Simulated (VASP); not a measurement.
# Si (Fm-3m) in VASP: single point with PBEsol

Aim: the single point of Si with PBEsol.

Program: VASP 6.6.1. These are calculated values, not measurements. Logs are shortened: lines on timing, memory, paths and dates and some standing lists are left out, and cuts for length are marked.

## Step 1: The cell of the first run

Symmetry: Fm-3m, No. 225, cubic system. Conventional cell: a = 3.827 Å, b = 3.827 Å, c = 3.827 Å, α = 90.00°, β = 90.00°, γ = 90.00°. Si (site symmetry m-3m) has 12 Si at 2.71 Å within 3.6 Å.

This isn't the form of Si at room conditions, which is diamond.

## Step 2: Single point, PBEsol (14.01 Å³/atom)

INCAR

```
SYSTEM = Si
ALGO     = Normal         ! electronic algorithm
EDIFF    = 1E-6           ! SCF threshold, eV
ENCUT    = 500            ! plane-wave cutoff, eV
GGA      = PS             ! functional
GGA_COMPAT= .FALSE.      
ISIF     = 2              ! what is computed and relaxed
ISMEAR   = 0              ! smearing method
LASPH    = .TRUE.         ! aspherical terms in the spheres
LCHARG   = .TRUE.         ! write CHGCAR
LELF     = .TRUE.         ! ELF
LREAL    = .FALSE.        ! projectors in reciprocal space
LVHAR    = .TRUE.       
LWAVE    = .FALSE.        ! write WAVECAR
NBANDS   = 8              ! bands
NELM     = 120            ! most SCF steps
PREC     = Accurate       ! precision mode
SIGMA    = 0.05           ! smearing width, eV
```

KPOINTS

```
k-points
0
G
  20 20 20
  0 0 0
```

POSCAR

```
Si
1.0
    0.0000000000      1.9133749255      1.9133749255
    1.9133749255      0.0000000000      1.9133749255
    1.9133749255      1.9133749255      0.0000000000
Si
1
Direct
    0.0000000000      0.0000000000      0.0000000000
```

Potentials or basis: VASP PAW PBE potentials, release 64 (Si).

Run with:

```console
> cat potpaw_PBE.64/Si/POTCAR > POTCAR
> mpirun -np 1 vasp_std > vasp.out
```

OUTCAR:

```text
SYSTEM = Si
   EDIFF = 1E-6
   ENCUT = 500
   GGA = PS
   ISIF = 2
   ISMEAR = 0
   LASPH = .TRUE.
   LREAL = .FALSE.
   NELM = 120
   PREC = Accurate

 ion  position               nearest neighbor table
   1  0.000  0.000  0.000-

  LATTYP: Found a face centered cubic cell.
 ALAT       =     3.8267498510

  Lattice vectors:

 A1 = (   0.0000000000,   1.9133749255,   1.9133749255)
 A2 = (   1.9133749255,   0.0000000000,   1.9133749255)
 A3 = (   1.9133749255,   1.9133749255,   0.0000000000)

Analysis of symmetry for initial positions (statically):
=====================================================================
 Subroutine PRICEL returns:
 Original cell was already a primitive cell.

 Routine SETGRP: Setting up the symmetry group for a
 face centered cubic supercell.

 Subroutine GETGRP returns: Found 48 space group operations
 (whereof 48 operations were pure point group operations)
 out of a pool of 48 trial point group operations.

The static configuration has the point symmetry O_h .

Analysis of symmetry for dynamics (positions and initial velocities):
=====================================================================
 Subroutine PRICEL returns:
 Original cell was already a primitive cell.

 Routine SETGRP: Setting up the symmetry group for a
 face centered cubic supercell.

 Subroutine GETGRP returns: Found 48 space group operations
 (whereof 48 operations were pure point group operations)
 out of a pool of 48 trial point group operations.

The dynamic configuration has the point symmetry O_h .

 Subroutine INISYM returns: Found 48 space group operations
 (whereof 48 operations are pure point group operations),
 and found     1 'primitive' translations

----------------------------------------------------------------------------------------

                                     Primitive cell

  volume of cell :      14.0097

  direct lattice vectors                    reciprocal lattice vectors
     0.000000000  1.913374926  1.913374926    -0.261318361  0.261318361  0.261318361
     1.913374926  0.000000000  1.913374926     0.261318361 -0.261318361  0.261318361
     1.913374926  1.913374926  0.000000000     0.261318361  0.261318361 -0.261318361

  length of vectors
     2.705920770  2.705920770  2.705920770     0.452616679  0.452616679  0.452616679

[... 77 lines left out ...]
   NELM   =    120;   NELMIN=  2; NELMDL= -5     # of ELM steps
   EDIFF  = 0.1E-05   stopping-criterion for ELM
   LREAL  =      F    real-space projection
   EDIFFG = 0.1E-04   stopping-criterion for IOM
   NSW    =      0    number of steps for IOM
   IBRION =     -1    ionic relax: 0-MD 1-quasi-New 2-CG
   NFREE  =      0    steps in history (QN), initial steepest desc. (CG)
   ISIF   =      2    stress and relaxation
   ISYM   =      2    0-nonsym 1-usesym 2-fastsym
   POTIM  = 0.5000    time-step for ionic-motion
   TEBEG  =    0.0;   TEEND  =   0.0 temperature during run
   PSTRESS=    0.0 pullay stress
   NELECT =       4.0000    total number of electrons
   NUPDOWN=      -1.0000    fix difference up-down
   EMIN   =  10.00;   EMAX   =-10.00  energy-range for DOS
   EFERMI =   0.00;   METHOD = LEGACY
   ISMEAR =     0;   SIGMA  =   0.05  broadening in eV -4-tet -1-fermi 0-gaus
   EFERMI_NEDOS =   21; number of points for ismear=-14 and -15
   IALGO  =     38    algorithm
   IMIX   =      4    mixing-type and parameters
     AMIX     =   0.40;   BMIX     =  1.00
     AMIX_MAG =   1.60;   BMIX_MAG =  1.00
  volume/ion in A,a.u.               =      14.01        94.54
  Fermi-wavevector in a.u.,A,eV,Ry     =   1.077998  2.037121 15.811063  1.162080
  Thomas-Fermi vector in A             =   2.213925
   LORBIT       =      0    0 simple, 1 ext, 2 COOP (PROOUT), +10 PAW based schemes
   GGA     = PS    functional components
   LHFCALC =     F    Hartree Fock is set to
   AEXX    =    0.0000 exact exchange contribution
   IVDW    =     0    specifies the selected vdW correction
   LEPSILON=     F    determine dielectric tensor
   LRPA    =     F    only Hartree local field effects (RPA)
 non-spin polarized calculation
 Gauss-broadening in eV      SIGMA  =   0.05
  energy-cutoff  :      500.00
  volume of cell :       14.01
 maximum number of plane-waves:       368
   NGX =  9   NGY =  9   NGZ =  9

 number of electron       4.0000000 magnetization

 Free energy of the ion-electron system (eV)
  ---------------------------------------------------
  ext. energy  EPLUGINS =         0.00000000
  ---------------------------------------------------
  free energy    TOTEN  =        -5.34387140 eV

  energy without entropy =       -5.34295358  energy(sigma->0) =       -5.34341249

 E-fermi :  10.6099     XC(G=0): -11.3761

 val. band max:       10.6024770177   @ k =   0.3000   0.0500   0.0000
 cond. band min:      10.6177968093   @ k =  -0.4500   0.3500   0.1000
 fundamental gap:      0.0153197916
 Fermi energy:        10.6098758460

 k-point     1 :       0.0000    0.0000    0.0000
  band No.  band energies     occupation
      1      -4.2021      2.00000
      2      22.0751      0.00000
      3      22.0751      0.00000
      4      22.0751      0.00000
      5      22.6072      0.00000
      6      22.6072      0.00000
      7      22.6072      0.00000
      8      28.0115      0.00000
[... 243 lines left out ...]
 k-point    24 :      -0.3500    0.0500    0.0000
  band No.  band energies     occupation
      1      -0.1752      2.00000
      2       7.4821      2.00000
      3      17.9596      0.00000
      4      19.8678      0.00000
      5      22.0417      0.00000
      6      22.7880      0.00000
      7      24.4412      0.00000
      8      28.2799      0.00000

 [... further k-points ...]

------------------------ aborting loop because EDIFF is reached ----------------------------------------

  FORCE on cell =-STRESS in cart. coord.  units (eV):
  Direction    XX          YY          ZZ          XY          YZ          ZX
  --------------------------------------------------------------------------------------
  -------------------------------------------------------------------------------------
  Total        0.0292128      0.0292128      0.0292128      0.0000000      0.0000000     -0.0000000
  in kB        3.3408228      3.3408228      3.3408228      0.0000000      0.0000000     -0.0000000
  external PRESSURE =       3.3408228 kB  Pullay stress =       0.0000000 kB

 VOLUME and BASIS-vectors are now :
 -----------------------------------------------------------------------------
  energy-cutoff  :      500.00
  volume of cell :       14.01
      direct lattice vectors                 reciprocal lattice vectors
     0.000000000  1.913374926  1.913374926    -0.261318361  0.261318361  0.261318361
     1.913374926  0.000000000  1.913374926     0.261318361 -0.261318361  0.261318361
     1.913374926  1.913374926  0.000000000     0.261318361  0.261318361 -0.261318361

 POSITION                                       TOTAL-FORCE (eV/Angst)
 -----------------------------------------------------------------------------------
      0.00000      0.00000      0.00000         0.000000     -0.000000     -0.000000
 -----------------------------------------------------------------------------------
    total drift:                                0.000000      0.000000     -0.000000

  FREE ENERGIE OF THE ION-ELECTRON SYSTEM (eV)
  ---------------------------------------------------
  free  energy   TOTEN  =        -5.3438713954 eV

  energy  without entropy=       -5.3429535837  energy(sigma->0) =       -5.34341249
```

OSZICAR:

```text
N       E                     dE             d eps       ncg     rms          rms(c)
DAV:   1    -0.296385101405E+01   -0.29639E+01   -0.17959E+03  4416   0.368E+02
DAV:   2    -0.535786717093E+01   -0.23940E+01   -0.23149E+01  6224   0.299E+01
DAV:   3    -0.537034495913E+01   -0.12478E-01   -0.12461E-01  4600   0.226E+00
DAV:   4    -0.537035528013E+01   -0.10321E-04   -0.10320E-04  6936   0.701E-02
DAV:   5    -0.537035528104E+01   -0.90952E-09   -0.17291E-08  4616   0.526E-04    0.293E+00
DAV:   6    -0.535333764437E+01    0.17018E-01   -0.51256E-03  4872   0.305E-01    0.161E+00
DAV:   7    -0.534391825773E+01    0.94194E-02   -0.98011E-03  4976   0.422E-01    0.129E-01
DAV:   8    -0.534387127827E+01    0.46979E-04   -0.30975E-05  6232   0.423E-02    0.176E-02
DAV:   9    -0.534387139536E+01   -0.11710E-06   -0.33571E-07  5240   0.353E-03
   1 F= -.53438714E+01 E0= -.53434125E+01  d E =-.917812E-03
```

stdout:

```text
POSCAR found type information on POSCAR Si
 POSCAR found :  1 types and       1 ions
 scaLAPACK will be used
 -----------------------------------------------------------------------------
|                                                                             |
|                                                                             |
|     You enforced a specific xc type in the INCAR file but a different       |
|     I HOPE YOU KNOW WHAT YOU ARE DOING!                                     |
|                                                                             |
 -----------------------------------------------------------------------------

 LDA part: xc-table for (Slater+PW92), standard interpolation
 POSCAR, INCAR and KPOINTS ok, starting setup
 FFT: planning ... GRIDC
 FFT: planning ... GRID_SOFT
 FFT: planning ... GRID
 WAVECAR not read
 entering main loop
```

Run time: 26 s. Hardware: 1 thread of Intel Xeon 8259CL, shared host; peak memory 0.13 GiB.

Results:

- Free energy: -5.3439 eV
- Pressure: 0.3 GPa
- Band gap on the k mesh: zero (bands 2 and 3 overlap by 14.66 eV)

Levels at points of the mesh, in eV from the Fermi level:
```csv
k point,band 1,band 2,band 3,band 4,band 5
"(0.00, 0.00, 0.00)",-14.81,11.47,11.47,11.47,12.00
"(0.50, 0.00, 0.00)",-7.75,-7.23,8.80,8.80,10.88
"(0.50, 0.50, 0.00)",-5.57,-4.59,3.23,3.23,4.29
```

Caveat: the PAW data sets were made with another functional, which shifts forces and pressure a little.
